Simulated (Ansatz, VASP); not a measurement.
Two plane-wave programs on La5H3

```xyz
8
Lattice="5.3273 0.0000 0.0000 -2.6636 4.6136 0.0000 0.0000 0.0000 6.6229" Properties=species:S:1:pos:R:3 pbc="T T T"
La    0.0000    3.0757    5.0065
La    0.0000    3.0757    1.6164
La    2.6636    1.5379    1.6164
La    2.6636    1.5379    5.0065
La    0.0000    0.0000    0.0000
H     2.6636    0.0000    0.0000
H    -1.3318    2.3068    0.0000
H     1.3318    2.3068    0.0000
```

Alike in both runs: task single point; functional PBE; k mesh 6 × 6 × 4; occupations gaussian, width 0.1 eV; no spin polarisation.

```csv
,VASP,Ansatz
version,VASP 6.6.1,Ansatz 0.2.0
potentials or method,"VASP PAW PBE potentials, release 64 (La, H), cutoff 520 eV","scalar-relativistic, plane waves, PAW"
valence electrons in the cell,58,58
```

|  | VASP | Ansatz | Ansatz less VASP |
| --- | --- | --- | --- |
| gap on the k mesh at the Fermi level (eV) | none | none | - |
| pressure (GPa) | 14.1 | 14.1 | +0.03 |
| traceless stress, the component that is largest in VASP (GPa) | -0.20 | -0.18 | +0.017 |
| rms of the force components (eV/Å) | 0.708 | 0.712 | +0.0044 |

Atom by atom the forces differ by 0.004 eV/Å (rms over components). A gap of «none» marks a metal or a gap that the smearing closes.

Spin-orbit coupling is off throughout.
